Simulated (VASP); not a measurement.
A run of VASP 6.6.1 is set up as follows.

File INCAR:

```
PREC = Accurate
ENCUT = 520
EDIFF = 1E-8
ISMEAR = -1
SIGMA = 0.01
LREAL = False
LASPH = True
NELM = 100
ALGO = Normal
ISIF = 2
LWAVE = False
LCHARG = False
GGA = PS
LEFG = True
NBANDS = 27
```

The input KPOINTS:

```
Automatic mesh
0
Gamma
  7 7 7
```

Contents of POSCAR:

```
InSe
1.0
    1.9999996503      1.1547003365      8.5661701000
   -1.9999996503      1.1547003365      8.5661701000
    0.0000000000     -2.3094006730      8.5661701000
In Se
2 2
Direct
    0.0000000000      0.0000000000      0.0000000000
    0.1122000000      0.1122000000      0.1122000000
    0.6155000000      0.6155000000      0.6155000000
    0.8300000000      0.8300000000      0.8300000000
```

Potentials or basis: VASP PAW PBE potentials, release 64 (In_d, Se).

Command:

```bash
$ cat potpaw_PBE.64/In_d/POTCAR potpaw_PBE.64/Se/POTCAR > POTCAR
$ mpirun -np 1 vasp_std > vasp.out
```

(1) What does it give for the band gap on the k mesh?

(2) What does it give for the largest force?

Answers

(1) 0.69 eV (least direct gap 0.74 eV).

(2) 0.256 eV/Å.

Caveat: the cell differs from its parent crystal (zz strain of +3 %); semilocal functionals underestimate gaps, and a narrow one can read as zero; without QUAD_EFG the Cq values of the log hold for a quadrupole moment of 1 mb, not for the nuclei; the PAW data sets were made with another functional, which shifts forces and pressure a little; spin-orbit coupling is left out, which moves the levels of the heavy elements.
